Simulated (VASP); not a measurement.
Here is a VASP 6.6.1 calculation.

The input INCAR:

```
  PREC = Accurate
  ENCUT = 600
  EDIFF = 1E-6
  ISMEAR = -1
  SIGMA = 0.1
  LREAL = False
  LASPH = True
  NELM = 80
  ALGO = Normal
  ISIF = 3
  LWAVE = False
  LCHARG = False
  GGA = PE
  IBRION = 2
  NSW = 32
  EDIFFG = -0.005
  PSTRESS = 1600.0
```

Contents of KPOINTS:

```
Automatic mesh
0
Gamma
  14 14 14
```

POSCAR

```
Ga
1.0
    0.0000000000      2.2808209078      2.2808209078
    2.2808209078      0.0000000000      2.2808209078
    2.2808209078      2.2808209078      0.0000000000
Ga
2
Direct
   -0.1250000000     -0.1250000000     -0.1250000000
    0.1250000000      0.1250000000      0.1250000000
```

Potentials or basis: VASP PAW PBE potentials, release 64 (Ga_d).

The run is started by

```sh
$ cat potpaw_PBE.64/Ga_d/POTCAR > POTCAR
$ mpirun -np 1 vasp_std > vasp.out
```

What does it give for the relaxed volume?

11.96 Å³/atom.

Predict the band gap on the k mesh.

zero (band 13 reaches 15.97 eV, above the bottom of band 14 at 6.26 eV).

The path:
```csv
step,energy change (eV),largest force (eV/Å),pressure (GPa),volume (Å³)
1,0.0000,0.0000,164.56,23.73
2,-1.1077,0.0000,137.31,24.91
3,-0.1854,0.0000,159.94,23.91
```

Caveat: the cell is relaxed towards a set pressure, so the enthalpy falls and the energy may rise.
